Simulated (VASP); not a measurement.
Input of a VASP 6.6.1 run:

File INCAR:

```
SYSTEM = AlN
PREC = Accurate
ENCUT = 520
EDIFF = 1E-6
ISMEAR = 0
SIGMA = 0.05
LREAL = .FALSE.
LASPH = .TRUE.
NELM = 100
ALGO = Normal
ISIF = 2
LWAVE = .FALSE.
LCHARG = .FALSE.
GGA = PE
NBANDS = 11
```

Contents of KPOINTS:

```
regular mesh
0
G
  10 10 10
  0 0 0
```

File POSCAR:

```
AlN
1.0
    0.0000000000      2.2012588983      2.2012588983
    2.2012588983      0.0000000000      2.2012588983
    2.2012588983      2.2012588983      0.0000000000
Al N
1 1
Direct
   -0.0028653889      0.0143033610      0.0028653889
    0.7555195688      0.7224475844      0.7444804312
```

Potentials or basis: VASP PAW PBE potentials, release 64 (Al, N).

Command:

```console
$ cat potpaw_PBE.64/Al/POTCAR potpaw_PBE.64/N/POTCAR > POTCAR
$ mpirun -np 1 vasp_std > vasp.out
```

(1) Predict the pressure.

(2) Predict the largest force.

(3) Estimate the band gap on the k mesh.

Results:

(1) 1.9 GPa.

(2) 1.925 eV/Å.

(3) 2.96 eV, indirect (least direct gap 3.62 eV).

Caveat: the cell differs from its parent crystal (mode 4 frozen in at -0.073 Å and mode 5 at -0.049 Å (largest displacements)); forces of over 1 eV/Å act on the atoms, so gaps and moduli don't describe the material at rest.
